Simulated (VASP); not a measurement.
# GaSb (I-4m2) in VASP: notebook, part 3 of 3

VASP 6.6.1. The steps go on from the part before.

## Step 6: Single point, r2SCAN (strain +0.0175 x Voigt [0, 1, 0, 0, 0, 0])

Contents of POSCAR:

```
GaSb
1.0
    0.0000000000      3.1125325000      3.0590000000
    3.0590000000      0.0000000000      3.0590000000
    3.0590000000      3.1125325000      0.0000000000
Ga Sb
1 1
Direct
    0.0000000000      0.0000000000      0.0000000000
    0.7500000000      0.7500000000      0.7500000000
```

Contents of INCAR.step1:

```
SYSTEM = GaSb
  ALGO = Normal
  EDIFF = 1E-4
  ENCUT = 520
  GGA = PE
  ISMEAR = 0
  LASPH = .True.
  LCHARG = .False.
  LREAL = .False.
  LWAVE = .True.
  NBANDS = 16
  NELM = 60
  PREC = Accurate
  SIGMA = 0.05
```

Contents of INCAR.step2:

```
SYSTEM = GaSb
  ALGO = Normal
  EDIFF = 1E-7
  ENCUT = 520
  ISIF = 2
  ISMEAR = 0
  ISTART = 1
  LASPH = .True.
  LCHARG = .False.
  LMIXTAU = .True.
  LREAL = .False.
  LWAVE = .False.
  METAGGA = R2SCAN
  NBANDS = 16
  NELM = 60
  PREC = Accurate
  SIGMA = 0.05
```

Contents of KPOINTS:

```
k-points
0
Gamma
  6 6 6
  0 0 0
```

Potentials or basis: VASP PAW PBE potentials, release 64 (Ga_d, Sb).

On the command line:

```console
$ cat potpaw_PBE.64/Ga_d/POTCAR potpaw_PBE.64/Sb/POTCAR > POTCAR
$ cp INCAR.step1 INCAR
$ mpirun -np 1 vasp_std > vasp.out
$ cp INCAR.step2 INCAR
$ mpirun -np 1 vasp_std > vasp.out
```

OUTCAR:

```text
SYSTEM = GaSb
   EDIFF = 1E-7
   ENCUT = 520
   ISIF = 2
   ISMEAR = 0
   ISTART = 1
   LASPH = .True.
   LREAL = .False.
   METAGGA = R2SCAN
   NELM = 60
   PREC = Accurate

 ion  position               nearest neighbor table
   1  0.000  0.000  0.000-   2 2.66   2 2.66   2 2.66   2 2.66
   2  0.750  0.750  0.750-   1 2.66   1 2.66   1 2.66   1 2.66

  LATTYP: Found a body centered tetragonal cell.
 ALAT       =     4.3260792873
 C/A-ratio  =     1.4389622997

  Lattice vectors:

 A1 = (   0.0000000000,  -3.1125325000,   3.0590000000)
 A2 = (   0.0000000000,  -3.1125325000,  -3.0590000000)
 A3 = (   3.0590000000,   3.1125325000,   0.0000000000)

Analysis of symmetry for initial positions (statically):
=====================================================================
 Subroutine PRICEL returns:
 Original cell was already a primitive cell.

 Routine SETGRP: Setting up the symmetry group for a
 body centered tetragonal supercell.

 Subroutine GETGRP returns: Found  8 space group operations
 (whereof  8 operations were pure point group operations)
 out of a pool of 16 trial point group operations.

The static configuration has the point symmetry D_2d.

Analysis of symmetry for dynamics (positions and initial velocities):
=====================================================================
 Subroutine PRICEL returns:
 Original cell was already a primitive cell.

 Routine SETGRP: Setting up the symmetry group for a
 body centered tetragonal supercell.

 Subroutine GETGRP returns: Found  8 space group operations
 (whereof  8 operations were pure point group operations)
 out of a pool of 16 trial point group operations.

The dynamic configuration has the point symmetry D_2d.

 Subroutine INISYM returns: Found  8 space group operations
 (whereof  8 operations are pure point group operations),
 and found     1 'primitive' translations

----------------------------------------------------------------------------------------

                                     Primitive cell

  volume of cell :      58.2509

  direct lattice vectors                    reciprocal lattice vectors
     0.000000000  3.112532500  3.059000000    -0.163452109  0.160640893  0.163452109
     3.059000000  0.000000000  3.059000000     0.163452109 -0.160640893  0.163452109
     3.059000000  3.112532500  0.000000000     0.163452109  0.160640893 -0.163452109

  length of vectors
     4.364096649  4.326079287  4.364096649     0.281493659  0.281493659  0.281493659

  position of ions in fractional coordinates (direct lattice)
     0.000000000  0.000000000  0.000000000
     0.750000000  0.750000000  0.750000000

  ion indices of the primitive-cell ions
   primitive index   ion index
                 1           1
                 2           2

----------------------------------------------------------------------------------------

 KPOINTS: k-points

Automatic generation of k-mesh.
 Grid dimensions read from file:
 generate k-points for:    6    6    6

 Generating k-lattice:

  Cartesian coordinates                     Fractional coordinates (reciprocal lattice)
    -0.027242018  0.026773482  0.027242018     0.166666667  0.000000000  0.000000000
     0.027242018 -0.026773482  0.027242018    -0.000000000  0.166666667 -0.000000000
     0.027242018  0.026773482 -0.027242018     0.000000000  0.000000000  0.166666667

  Length of vectors
     0.046915610  0.046915610  0.046915610

  Shift w.r.t. Gamma in fractional coordinates (k-lattice)
     0.000000000  0.000000000  0.000000000

 Subroutine IBZKPT returns following result:
 ===========================================

 Found     30 irreducible k-points:

 Following reciprocal coordinates:
            Coordinates               Weight
  0.000000  0.000000  0.000000      1.000000
  0.166667  0.000000  0.000000      8.000000
  0.333333  0.000000  0.000000      8.000000
  0.500000  0.000000  0.000000      4.000000
  0.166667  0.166667  0.000000      4.000000
  0.333333  0.166667  0.000000     16.000000
[... 16 lines left out ...]
  0.333333 -0.333333  0.166667     16.000000
  0.500000 -0.333333  0.166667      4.000000
 [... further k-points ...]
   k-points           NKPTS =     30   k-points in BZ     NKDIM =     30   number of bands    NBANDS=     16
   number of dos      NEDOS =    301   number of ions     NIONS =      2
   total plane-waves  NPLWV =  32768
   dimension x,y,z NGX =    32 NGY =   32 NGZ =   32
   dimension x,y,z NGXF=    64 NGYF=   64 NGZF=   64
   ions per type =               1   1
   NGX,Y,Z   is equivalent  to a cutoff of  12.19, 12.30, 12.19 a.u.
   NGXF,Y,Z  is equivalent  to a cutoff of  24.38, 24.59, 24.38 a.u.
 SYSTEM =  GaSb
   PREC   = accura    normal or accurate (medium, high low for compatibility)
   ISTART =      1    job   : 0-new  1-cont  2-samecut
   ICHARG =      0    charge: 1-file 2-atom 10-const
   ISPIN  =      1    spin polarized calculation?
   LNONCOLLINEAR =      F non collinear calculations
   LSORBIT =      F    spin-orbit coupling
   LASPH  =      T    aspherical Exc in radial PAW
   ENCUT  =  520.0 eV  38.22 Ry    6.18 a.u.   8.11  8.04  8.11*2*pi/ulx,y,z
   NELM   =     60;   NELMIN=  2; NELMDL=  0     # of ELM steps
   EDIFF  = 0.1E-06   stopping-criterion for ELM
   LREAL  =      F    real-space projection
   EDIFFG = 0.1E-05   stopping-criterion for IOM
   NSW    =      0    number of steps for IOM
   IBRION =     -1    ionic relax: 0-MD 1-quasi-New 2-CG
   NFREE  =      0    steps in history (QN), initial steepest desc. (CG)
   ISIF   =      2    stress and relaxation
   ISYM   =      2    0-nonsym 1-usesym 2-fastsym
   POTIM  = 0.5000    time-step for ionic-motion
   TEBEG  =    0.0;   TEEND  =   0.0 temperature during run
   PSTRESS=    0.0 pullay stress
   NELECT =      18.0000    total number of electrons
   NUPDOWN=      -1.0000    fix difference up-down
   EMIN   =  10.00;   EMAX   =-10.00  energy-range for DOS
   EFERMI =   0.00;   METHOD = LEGACY
   ISMEAR =     0;   SIGMA  =   0.05  broadening in eV -4-tet -1-fermi 0-gaus
   EFERMI_NEDOS =   21; number of points for ismear=-14 and -15
   IALGO  =     38    algorithm
   IMIX   =      4    mixing-type and parameters
     AMIX     =   0.40;   BMIX     =  1.00
     AMIX_MAG =   1.60;   BMIX_MAG =  1.00
  volume/ion in A,a.u.               =      29.13       196.55
  Fermi-wavevector in a.u.,A,eV,Ry     =   1.106789  2.091527 16.666882  1.224981
  Thomas-Fermi vector in A             =   2.243294
   LORBIT       =      0    0 simple, 1 ext, 2 COOP (PROOUT), +10 PAW based schemes
   METAGGA = R2SCAN    functional components
   LHFCALC =     F    Hartree Fock is set to
   AEXX    =    0.0000 exact exchange contribution
   IVDW    =     0    specifies the selected vdW correction
   LEPSILON=     F    determine dielectric tensor
   LRPA    =     F    only Hartree local field effects (RPA)
 non-spin polarized calculation
 Gauss-broadening in eV      SIGMA  =   0.05
  energy-cutoff  :      520.00
  volume of cell :       58.25
 maximum number of plane-waves:      1584
   NGX = 17   NGY = 17   NGZ = 17

 number of electron      17.9999995 magnetization

 Free energy of the ion-electron system (eV)
  ---------------------------------------------------
  ext. energy  EPLUGINS =         0.00000000
  ---------------------------------------------------
  free energy    TOTEN  =       -37.57638874 eV

  energy without entropy =      -37.57638859  energy(sigma->0) =      -37.57638867

 E-fermi :   4.6920     XC(G=0):  -9.6380

 val. band max:        4.5492190378   @ k =   0.0000   0.0000   0.0000
 cond. band min:       4.8289442733   @ k =   0.0000   0.0000   0.0000
 fundamental gap:      0.2797252355
 Fermi energy:         4.6920061379

 k-point     1 :       0.0000    0.0000    0.0000
  band No.  band energies     occupation
      1     -10.9628      2.00000
      2     -10.9605      2.00000
      3     -10.9605      2.00000
      4     -10.9083      2.00000
      5     -10.9061      2.00000
      6      -7.2928      2.00000
[... 8 lines left out ...]
     15      13.3462      0.00000
     16      13.6435      0.00000
[... 419 lines left out ...]
 k-point    24 :       0.5000   -0.3333    0.1667
  band No.  band energies     occupation
      1     -11.0018      2.00000
      2     -10.9419      2.00000
      3     -10.9375      2.00000
      4     -10.9157      2.00000
      5     -10.9045      2.00000
      6      -4.7127      2.00000
[... 8 lines left out ...]
     15      14.8681      0.00000
     16      16.2559      0.00000

 [... further k-points ...]

------------------------ aborting loop because EDIFF is reached ----------------------------------------

  FORCE on cell =-STRESS in cart. coord.  units (eV):
  Direction    XX          YY          ZZ          XY          YZ          ZX
  --------------------------------------------------------------------------------------
  -------------------------------------------------------------------------------------
  Total       -0.0648312     -0.3881678     -0.0648312      0.0000000      0.0000000      0.0000000
  in kB       -1.7831666    -10.6764581     -1.7831666      0.0000000      0.0000000      0.0000000
  external PRESSURE =      -4.7475971 kB  Pullay stress =       0.0000000 kB

 VOLUME and BASIS-vectors are now :
 -----------------------------------------------------------------------------
  energy-cutoff  :      520.00
  volume of cell :       58.25
      direct lattice vectors                 reciprocal lattice vectors
     0.000000000  3.112532500  3.059000000    -0.163452109  0.160640893  0.163452109
     3.059000000  0.000000000  3.059000000     0.163452109 -0.160640893  0.163452109
     3.059000000  3.112532500  0.000000000     0.163452109  0.160640893 -0.163452109

 POSITION                                       TOTAL-FORCE (eV/Angst)
 -----------------------------------------------------------------------------------
      0.00000      0.00000      0.00000         0.000000      0.000000     -0.000000
      4.58850      4.66880      4.58850        -0.000000     -0.000000      0.000000
 -----------------------------------------------------------------------------------
    total drift:                               -0.000000      0.000009     -0.000000

  FREE ENERGIE OF THE ION-ELECTRON SYSTEM (eV)
  ---------------------------------------------------
  free  energy   TOTEN  =       -37.5763887418 eV

  energy  without entropy=      -37.5763885947  energy(sigma->0) =      -37.57638867
```

Run time: 2.7 min. Hardware: 1 thread of AMD EPYC 7R43 (Zen 3), shared host; peak memory 0.17 GiB.

Results:

```
Free energy            : -37.5764 eV
Pressure               : -0.5 GPa
Band gap on the k mesh : 0.28 eV, direct
```

Stress tensor (GPa, compression positive):
```
-0.18  0.00  0.00
 0.00 -1.07  0.00
 0.00  0.00 -0.18
```

Caveat: the cell differs from its parent crystal (strain +0.0175 x Voigt [0, 1, 0, 0, 0, 0]); the PAW data sets were made with another functional, which shifts forces and pressure a little; spin-orbit coupling is left out, which moves the levels of the heavy elements.

## Step 7: Summary

| cell | gap on the mesh (eV) | pressure (GPa) |
| --- | --- | --- |
| a = 4.337, b = 4.326 Å, angles 60.1, 59.8, 60.1°, 2 atoms | 0.40 | 0.2 |
| a = 4.348, b = 4.326 Å, angles 60.2, 59.7, 60.2°, 2 atoms | 0.35 | -0.1 |
| a = 4.359, b = 4.326 Å, angles 60.2, 59.5, 60.2°, 2 atoms | 0.30 | -0.3 |
| a = 4.370, b = 4.326 Å, angles 60.3, 59.3, 60.3°, 2 atoms | 0.26 | -0.6 |
| a = 4.364, b = 4.326 Å, angles 60.3, 59.4, 60.3°, 2 atoms | 0.28 | -0.5 |

Alike in all rows: task single point; level r2SCAN; potentials or basis VASP PAW PBE potentials, release 64 (Ga_d, Sb); no spin polarisation; k mesh 6 × 6 × 6; cutoff (eV) 520; smearing gaussian 0.05 eV.

Caveats: the PAW data sets were made with another functional, which shifts forces and pressure a little; spin-orbit coupling is left out, which moves the levels of the heavy elements.

Absolute energies hang on the potentials; compare differences alone.
